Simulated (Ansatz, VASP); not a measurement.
**Two plane-wave programs on TiCo**

```
Ti Co
1.0
     2.98611    0.00000    0.00000
     0.00000    2.98611    0.00000
     0.00000    0.00000    2.98611
Ti Co
1 1
Direct
  0.00000 0.00000 0.00000
  0.50000 0.50000 0.50000
```

Alike in both runs: task relaxation of cell and atoms; functional PBE; k mesh 12 × 12 × 12; occupations gaussian, width 0.1 eV; collinear spin.

```csv
,VASP,Ansatz
version,VASP 6.6.1,Ansatz 0.2.0
potentials or method,"VASP PAW PBE potentials, release 64 (Ti_sv, Co), cutoff 600 eV","scalar-relativistic, plane waves, PAW"
valence electrons in the cell,21,29
```

|  | VASP | Ansatz | Ansatz less VASP |
| --- | --- | --- | --- |
| gap on the k mesh at the Fermi level, each at its own relaxed structure (eV) | none | none | - |
| net moment per atom (μB) | 0.42 | 0.44 | +0.014 |
| size of the moment on the site where the two differ most (μB) | 0.91 | 0.96 | +0.053 |
| relaxed volume (Å³/atom) | 13.24 | 13.29 | +0.051 |
| relaxed length of the cell vector where the two differ most in proportion (Å) | 2.981 | 2.985 | +0.0038 |

Site moments also hang on the region over which each program counts them. A gap of «none» marks a metal or a gap that the smearing closes. VASP's potentials hold 21 valence electrons a cell and Ansatz's 29, so a difference there can come from the potentials and not from the codes.
